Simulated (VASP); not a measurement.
# In3As (P-6m2) in VASP: further runs

In3As is run at these levels: PBE; tasks: relaxation of cell and atoms, single point.

Program: VASP 6.6.1. These are calculated values, not measurements. Logs are shortened: lines on timing, memory, paths and dates and some standing lists are left out, and cuts for length are marked.

### 1 The cell of the first run

Symmetry: P-6m2, No. 187, hexagonal system. The conventional cell has a = 3.172 Å, b = 3.172 Å, c = 9.843 Å, α = 90.00°, β = 90.00°, γ = 120.00°. Within 4.1 Å of In (site symmetry -6m2) lie 12 In at 3.13 to 3.17 Å. In (site symmetry 3m) has 3 As at 3.00 Å and 9 In at 3.13 to 3.17 Å within 4.0 Å. Within 4.0 Å of As (site symmetry -6m2) lie 6 In at 3.00 Å and 6 As at 3.17 Å.

The cell was built from a structure type or drawn by symmetry, and may not be a known phase.

### 2 Relaxation of cell and atoms, PBE

File INCAR:

```
  PREC = Accurate
  ENCUT = 600
  EDIFF = 1E-7
  ISMEAR = 0
  SIGMA = 0.1
  LREAL = False
  LASPH = True
  NELM = 60
  ALGO = Normal
  ISIF = 3
  LWAVE = False
  LCHARG = False
  GGA = PE
  IBRION = 2
  NSW = 90
  EDIFFG = -0.04
```

File KPOINTS:

```
regular mesh
0
Gamma
  6 6 2
```

File POSCAR:

```
In3As
1.0
    3.1720161000      0.0000000000      0.0000000000
   -1.5860080500      2.7470465200      0.0000000000
    0.0000000000      0.0000000000      9.8426967200
In As
3 1
Direct
    0.6666666700      0.3333333300      0.5000000000
    0.3333333300      0.6666666700      0.2419234500
    0.3333333300      0.6666666700      0.7580765500
    0.6666666700      0.3333333300      0.0000000000
```

Potentials or basis: VASP PAW PBE potentials, release 64 (In_d, As).

Command:

```bash
cat potpaw_PBE.64/In_d/POTCAR potpaw_PBE.64/As/POTCAR > POTCAR
mpirun -np 1 vasp_std > vasp.out
```

OUTCAR:

```text
PREC = Accurate
   ENCUT = 600
   EDIFF = 1E-7
   ISMEAR = 0
   LREAL = False
   LASPH = True
   NELM = 60
   ISIF = 3
   GGA = PE
   IBRION = 2
   NSW = 90
   EDIFFG = -0.04

 ion  position               nearest neighbor table
   1  0.667  0.333  0.500-   2 3.13   3 3.13   2 3.13   3 3.13   2 3.13   3 3.13
   2  0.333  0.667  0.242-   4 3.00   4 3.00   4 3.00   1 3.13   1 3.13   1 3.13
   3  0.333  0.667  0.758-   4 3.00   4 3.00   4 3.00   1 3.13   1 3.13   1 3.13
   4  0.667  0.333  0.000-   2 3.00   3 3.00   2 3.00   3 3.00   2 3.00   3 3.00

  LATTYP: Found a hexagonal cell.
 ALAT       =     3.1720161000
 C/A-ratio  =     3.1029781721

  Lattice vectors:

 A1 = (   3.1720161000,   0.0000000000,   0.0000000000)
 A2 = (  -1.5860080500,   2.7470465200,   0.0000000000)
 A3 = (   0.0000000000,   0.0000000000,   9.8426967200)

Analysis of symmetry for initial positions (statically):
=====================================================================
 Subroutine PRICEL returns:
 Original cell was already a primitive cell.

 Routine SETGRP: Setting up the symmetry group for a
 hexagonal supercell.

 Subroutine GETGRP returns: Found 12 space group operations
 (whereof 12 operations were pure point group operations)
 out of a pool of 24 trial point group operations.

The static configuration has the point symmetry D_3h.

Analysis of symmetry for dynamics (positions and initial velocities):
=====================================================================
 Subroutine PRICEL returns:
 Original cell was already a primitive cell.

 Routine SETGRP: Setting up the symmetry group for a
 hexagonal supercell.

 Subroutine GETGRP returns: Found 12 space group operations
 (whereof 12 operations were pure point group operations)
 out of a pool of 24 trial point group operations.

The dynamic configuration has the point symmetry D_3h.

 Subroutine INISYM returns: Found 12 space group operations
 (whereof 12 operations are pure point group operations),
 and found     1 'primitive' translations

----------------------------------------------------------------------------------------

                                     Primitive cell

  volume of cell :      85.7661

  direct lattice vectors                    reciprocal lattice vectors
[... 95 lines left out ...]
   ISMEAR =     0;   SIGMA  =   0.10  broadening in eV -4-tet -1-fermi 0-gaus
   EFERMI_NEDOS =   21; number of points for ismear=-14 and -15
   IALGO  =     38    algorithm
   IMIX   =      4    mixing-type and parameters
     AMIX     =   0.40;   BMIX     =  1.00
     AMIX_MAG =   1.60;   BMIX_MAG =  1.00
  volume/ion in A,a.u.               =      21.44       144.69
  Fermi-wavevector in a.u.,A,eV,Ry     =   1.310551  2.476582 23.368600  1.717544
  Thomas-Fermi vector in A             =   2.441073
   LORBIT       =      0    0 simple, 1 ext, 2 COOP (PROOUT), +10 PAW based schemes
   GGA     = PE    functional components
   LHFCALC =     F    Hartree Fock is set to
   AEXX    =    0.0000 exact exchange contribution
   IVDW    =     0    specifies the selected vdW correction
   LEPSILON=     F    determine dielectric tensor
   LRPA    =     F    only Hartree local field effects (RPA)
 conjugate gradient relaxation of ions
 non-spin polarized calculation
 Gauss-broadening in eV      SIGMA  =   0.10
  energy-cutoff  :      600.00
  volume of cell :       85.77
 maximum number of plane-waves:      2881
 NGX is ok and might be reduce to    28
   NGX = 13   NGY = 13   NGZ = 39

--------------------------------------- Ionic step        1  -------------------------------------------

 number of electron      44.0000001 magnetization

 Free energy of the ion-electron system (eV)
  ---------------------------------------------------
  ext. energy  EPLUGINS =         0.00000000
  ---------------------------------------------------
  free energy    TOTEN  =       -11.27550169 eV

  energy without entropy =      -11.25898121  energy(sigma->0) =      -11.26724145

------------------------ aborting loop because EDIFF is reached ----------------------------------------

  FORCE on cell =-STRESS in cart. coord.  units (eV):
  Direction    XX          YY          ZZ          XY          YZ          ZX
  --------------------------------------------------------------------------------------
  -------------------------------------------------------------------------------------
  Total        4.5430849      4.5430849      9.1056014      0.0000000      0.0000000     -0.0000000
  in kB       84.8683837     84.8683835    170.0997668      0.0000000      0.0000000     -0.0000000
  external PRESSURE =     113.2788447 kB  Pullay stress =       0.0000000 kB
[... 25 lines left out ...]
--------------------------------------- Ionic step        2  -------------------------------------------

 number of electron      44.0000013 magnetization

 E-fermi :   6.3612     XC(G=0):  -9.9827

 val. band max:        6.2835456640   @ k =   0.3333   0.3333   0.5000
 cond. band min:       6.4287017406   @ k =   0.3333   0.1667   0.5000
 fundamental gap:      0.1451560766
 Fermi energy:         6.3611729585

 k-point     1 :       0.0000    0.0000    0.0000
  band No.  band energies     occupation
      1      -8.3331      2.00000
      2      -8.2785      2.00000
      3      -8.2785      2.00000
      4      -8.2289      2.00000
      5      -8.2135      2.00000
      6      -8.1938      2.00000
[... 464 lines left out ...]
  FREE ENERGIE OF THE ION-ELECTRON SYSTEM (eV)
  ---------------------------------------------------
  free  energy   TOTEN  =       -11.8263709375 eV

  energy  without entropy=      -11.8152587787  energy(sigma->0) =      -11.82081486

[... ionic steps 4 to 9 ...]

--------------------------------------- Ionic step       10  -------------------------------------------

 number of electron      43.9999997 magnetization

------------------------ aborting loop because EDIFF is reached ----------------------------------------
[... 71 lines left out ...]
--------------------------------------- Ionic step       12  -------------------------------------------

 number of electron      43.9999989 magnetization

 Free energy of the ion-electron system (eV)
  ---------------------------------------------------
  ext. energy  EPLUGINS =         0.00000000
  ---------------------------------------------------
  free energy    TOTEN  =       -11.89905488 eV

  energy without entropy =      -11.88662306  energy(sigma->0) =      -11.89283897

 E-fermi :   6.8575     XC(G=0): -10.1901

 val. band max:        6.7861417704   @ k =   0.3333   0.3333   0.5000
 cond. band min:       6.8998410124   @ k =   0.3333   0.1667   0.5000
 fundamental gap:      0.1136992420
 Fermi energy:         6.8575041812

 k-point     1 :       0.0000    0.0000    0.0000
  band No.  band energies     occupation
      1      -7.8414      2.00000
      2      -7.8057      2.00000
      3      -7.7823      2.00000
      4      -7.7555      2.00000
      5      -7.7555      2.00000
      6      -7.7265      2.00000
[... 426 lines left out ...]
  FREE ENERGIE OF THE ION-ELECTRON SYSTEM (eV)
  ---------------------------------------------------
  free  energy   TOTEN  =       -11.8990548816 eV

  energy  without entropy=      -11.8866230585  energy(sigma->0) =      -11.89283897

 reached required accuracy - stopping structural energy minimisation
```

OSZICAR:

```text
N       E                     dE             d eps       ncg     rms          rms(c)
DAV:   1     0.412354298308E+03    0.41235E+03   -0.23891E+04   728   0.258E+03
DAV:   2     0.264891290777E+02   -0.38587E+03   -0.38232E+03   728   0.513E+02
DAV:   3    -0.101626640120E+02   -0.36652E+02   -0.35857E+02   928   0.181E+02
[... 133 lines left out ...]
DAV:   5    -0.118990556218E+02    0.91716E-05   -0.57354E-05   998   0.148E-01    0.210E-02
DAV:   6    -0.118990547225E+02    0.89929E-06   -0.10955E-05  1098   0.402E-02    0.711E-03
DAV:   7    -0.118990550458E+02   -0.32335E-06   -0.94445E-07   854   0.199E-02    0.171E-03
DAV:   8    -0.118990548528E+02    0.19300E-06   -0.17976E-07   412   0.578E-03    0.624E-04
DAV:   9    -0.118990548816E+02   -0.28736E-07   -0.46392E-08   376   0.336E-03
  12 F= -.11899055E+02 E0= -.11892839E+02  d E =-.532164E-03
```

CONTCAR:

```text
In3As
   1.00000000000000
     3.2547801249522927    0.0000000000000000   -0.0000000000000000
    -1.6273900624761464    2.8187222678566894    0.0000000000000000
    -0.0000000000000000   -0.0000000000000000   11.0173238410962497
  In              As
     3     1
Direct
     0.6666666699999979    0.3333333300000021    0.5000000000000000
     0.3333333300000021    0.6666666699999979    0.2321521898954789
     0.3333333300000021    0.6666666699999979    0.7678478101045210
     0.6666666699999979    0.3333333300000021    0.0000000000000000

  0.00000000E+00  0.00000000E+00  0.00000000E+00
  0.00000000E+00  0.00000000E+00  0.00000000E+00
  0.00000000E+00  0.00000000E+00  0.00000000E+00
  0.00000000E+00  0.00000000E+00  0.00000000E+00
```

Wall time 3.7 min (1 thread of Intel Xeon 6975P-C (Granite Rapids), shared host); peak memory 0.26 GiB.

What came out:

```
Free energy                           : -11.8991 eV
Relaxed volume                        : 25.27 Å³/atom
Relaxed cell                          : a = 3.255 Å, b = 3.255 Å, c = 11.017 Å, α = 90.00°, β = 90.00°, γ = 120.00°
Space group after relaxing (to 0.1 Å) : P-6m2 (No. 187)
Energy gained by relaxing             : 155.9 meV/atom
Ionic steps                           : 12
Pressure after relaxing               : 0.0 GPa
Largest force after relaxing          : 0.013 eV/Å
Band gap on the k mesh                : zero (bands 22 and 23 overlap by 4.67 eV)
```

Forces in eV/Å, atoms in the order of the input:
```
In   0.000  0.000  0.000
In   0.000  0.000 -0.013
In   0.000  0.000  0.013
As   0.000  0.000  0.000
```

The path:
| step | energy change (eV) | largest force (eV/Å) | pressure (GPa) | volume (Å³) |
| --- | --- | --- | --- | --- |
| 1 | 0.0000 | 0.2144 | 11.33 | 85.77 |
| 2 | -0.5302 | 0.3669 | -2.08 | 105.90 |
| 3 | -0.5509 | 0.3435 | -0.50 | 101.86 |
| 4 | -0.5509 | 0.3458 | -0.65 | 102.20 |
| 5 | -0.5920 | 0.3117 | -0.52 | 101.56 |
| 6 | -0.6028 | 0.2801 | -0.35 | 101.14 |
| 7 | -0.6035 | 0.2699 | -0.29 | 100.99 |
| 8 | -0.6130 | 0.1933 | 0.15 | 100.12 |
| 9 | -0.6167 | 0.0943 | 0.71 | 99.13 |
| 10 | -0.6225 | 0.0276 | 0.24 | 100.35 |
| 11 | -0.6230 | 0.0035 | 0.07 | 100.83 |
| 12 | -0.6236 | 0.0131 | -0.05 | 101.08 |

Final structure:
```yaml
crystal:
  lattice:
    - [3.25478, 0.00000, 0.00000]
    - [-1.62739, 2.81872, 0.00000]
    - [0.00000, 0.00000, 11.01732]
  atoms:
    - { symbol: In, position: [0.66667, 0.33333, 0.50000] }
    - { symbol: In, position: [0.33333, 0.66667, 0.23215] }
    - { symbol: In, position: [0.33333, 0.66667, 0.76785] }
    - { symbol: As, position: [0.66667, 0.33333, 0.00000] }
```

Caveat: the k points lie up to 0.37 Å⁻¹ apart in the final cell, too coarse for converged energies and pressures of a metal; the volume moved by over 15 % at a fixed basis, so the end points are rough; spin-orbit coupling is left out, which moves the levels of the heavy elements.

### 3 Single point, PBE

This run uses another cell than the first one, of 25.87 Å³/atom.

File INCAR:

```
  ALGO = Fast
  EDIFF = 1E-6
  ENCUT = 520
  GGA = PE
  ISIF = 2
  ISMEAR = 0
  LASPH = True
  LCHARG = True
  LELF = True
  LREAL = False
  LVHAR = True
  LWAVE = False
  NBANDS = 30
  NELM = 100
  PREC = Accurate
  SIGMA = 0.1
```

File KPOINTS:

```
k-points
0
Gamma
  18 18 4
```

File POSCAR:

```
In3As
1.0
    3.3603905912      0.0000000000      0.0000000000
   -1.6801952956      2.9101836186      0.0000000000
    0.0000000000      0.0000000000     10.5806689314
In As
3 1
Direct
    0.6666666667      0.3333333333      0.5000000000
    0.3333333333      0.6666666667      0.2245375218
    0.3333333333      0.6666666667      0.7754624782
    0.6666666667      0.3333333333      0.0000000000
```

Potentials or basis: VASP PAW PBE potentials, release 64 (In_d, As).

Command:

```bash
cat potpaw_PBE.64/In_d/POTCAR potpaw_PBE.64/As/POTCAR > POTCAR
mpirun -np 1 vasp_std > vasp.out
```

Wall time 3.1 min (1 thread of Intel Xeon 6975P-C (Granite Rapids), shared host); peak memory 0.44 GiB.

Results (log left out):

```
Free energy            : -11.8682 eV
Pressure               : -0.1 GPa
Largest force          : 0.005 eV/Å
Band gap on the k mesh : zero (bands 22 and 23 overlap by 3.85 eV)
```

Forces on the atoms (eV/Å):
```
In   0.000  0.000  0.000
In   0.000  0.000  0.005
In   0.000  0.000 -0.005
As   0.000  0.000  0.000
```

Levels at points of the mesh, in eV from the Fermi level:
```
           k point  band 18  band 19  band 20  band 21  band 22  band 23  band 24  band 25  band 26  band 27
(0.00, 0.00, 0.00)    -8.26    -4.99    -3.72     2.27     2.54     2.54     2.83     7.64     8.38     8.38
(0.50, 0.00, 0.00)    -4.01    -3.97    -2.96    -2.95    -0.63     0.04     0.12     0.59     2.50     4.82
(0.00, 0.00, 0.50)    -6.84    -6.81    -1.49    -0.80     2.54     2.54     6.43     6.46     7.84     8.60
(0.50, 0.00, 0.50)    -4.49    -3.61    -2.78    -2.34    -1.37    -1.30     0.60     2.01     2.98     4.13
```

Caveat: spin-orbit coupling is left out, which moves the levels of the heavy elements.

(Continued in part 2 of 2.)
